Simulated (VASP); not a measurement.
A run of VASP 6.6.1 is set up as follows.

INCAR

```
PREC = Accurate
ENCUT = 520
EDIFF = 1E-6
ISMEAR = -1
SIGMA = 0.3447
LREAL = F
LASPH = T
NELM = 60
ALGO = Normal
ISIF = 2
LWAVE = F
LCHARG = F
GGA = PE
ISYM = 0
NBANDS = 41
```

KPOINTS

```
Automatic mesh
0
Gamma
  1 1 1
  0.25 0.25 0.25
```

POSCAR

```
SiC6
1.0
    5.2607330000     -0.0401340000      0.1481530000
   -0.0401340000      5.1317960000      0.1176100000
    0.1481530000      0.1176100000      5.3357620000
Si C
2 12
Direct
    0.7495315525      0.2265605067      0.0032088895
    1.0850856095      0.4936383315      0.6753559300
    0.6404113108      0.4386473458      0.5175714038
    0.4554029093      0.5834991264     -0.0728028423
    0.2014424203      0.1660268986     -0.1007098372
    0.2256320826      0.7477206986     -0.1163130030
    0.7226136714      0.6759072856      0.8195397697
    0.1854865928      0.7133799786      0.1447648875
    0.8313141588      0.2538339885      0.4819378934
    0.5320104063      0.6167993846      0.3766439145
    0.2577842463      0.5079344673      0.3290608385
    0.9147143066      1.0127798345      0.4246972213
    1.0893820785      0.9040689280      0.3215368733
    0.3087198365      0.3448434408      0.0873307679
```

Potentials or basis: VASP PAW PBE potentials, release 64 (Si, C).

Launch:

```console
$ cat potpaw_PBE.64/Si/POTCAR potpaw_PBE.64/C/POTCAR > POTCAR
$ mpirun -np 1 vasp_std > vasp.out
```

(1) Estimate the largest force.

(2) Predict the band gap on the k mesh.

Answers

(1) 7.716 eV/Å.

(2) 0.98 eV.

Caveat: the k points lie up to 1.23 Å⁻¹ apart.
